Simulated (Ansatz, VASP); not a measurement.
One calculation of ZnO, two programs

File INCAR:

```
SYSTEM = ZnO
PREC = Accurate
ENCUT = 520
EDIFF = 1E-6
ISMEAR = -1
SIGMA = 0.05
LREAL = .FALSE.
LASPH = .TRUE.
NELM = 100
ALGO = Normal
ISIF = 2
LWAVE = .FALSE.
LCHARG = .TRUE.
GGA = CA
LELF = .TRUE.
LVHAR = .TRUE.
NBANDS = 26
```

Contents of KPOINTS:

```
Automatic mesh
0
G
  9 9 4
  0 0 0
```

File POSCAR:

```
ZnO
1.0
    3.2658996001      0.0000000000      0.0000000000
   -1.6329498000      2.8283520199      0.0000000000
    0.0000000000      0.0000000000      7.0825845970
Zn O
2 2
Direct
    0.0000000000      0.0000000000      0.2500000000
    0.0000000000      0.0000000000      0.7500000000
    0.6666666667      0.3333333333      0.7500000000
    0.3333333333      0.6666666667      0.2500000000
```

input.yaml

```yaml
crystal:
  lattice:
    - [3.2658996001, 0.0, 0.0]
    - [-1.6329498, 2.8283520199, 0.0]
    - [0.0, 0.0, 7.082584597]
  atoms:
    - { symbol: Zn, position: [0.0, 0.0, 0.25] }
    - { symbol: Zn, position: [0.0, 0.0, 0.75] }
    - { symbol: O, position: [0.6666666667, 0.3333333333, 0.75] }
    - { symbol: O, position: [0.3333333333, 0.6666666667, 0.25] }
kpoints:
  mp_grid: { grid: [9, 9, 4] }
scf:
  occupations: { method: fermi_dirac, width: 0.05 }
hamiltonian:
  xc: lda
  pseudopotentials: { kind: all_electron, lapw: { basis_error: 0.002 } }
output:
  forces: true
  stress: true
  eigenvalues: true
```

Change from the starting cell: volume scaled by 0.98.

Alike in both runs: task single point; functional LDA; k mesh 9 × 9 × 4; occupations fermi-dirac, width 0.05 eV; no spin polarisation.

```csv
,VASP,Ansatz
version,VASP 6.6.1,Ansatz 0.2.0
potentials or method,"VASP PAW LDA potentials, release 64 (Zn, O), cutoff 520 eV","all-electron LAPW, scalar-relativistic"
```

Ansatz gave:

* gap on the k mesh at the Fermi level (eV): 0.76
* least direct gap on the mesh (eV): 0.76
* pressure (GPa): -6.5
* traceless stress, the component that is largest in VASP (GPa): 4.72

Problem. Which values does VASP return?

Solution. gap on the k mesh at the Fermi level (eV): 0.76; least direct gap on the mesh (eV): 0.76; pressure (GPa): -5.8; traceless stress, the component that is largest in VASP (GPa): 3.93.

LDA's correlation is that of Perdew and Zunger in VASP and of Perdew and Wang (1992) in Ansatz. Ansatz ran all-electron here, and VASP with PAW potentials.
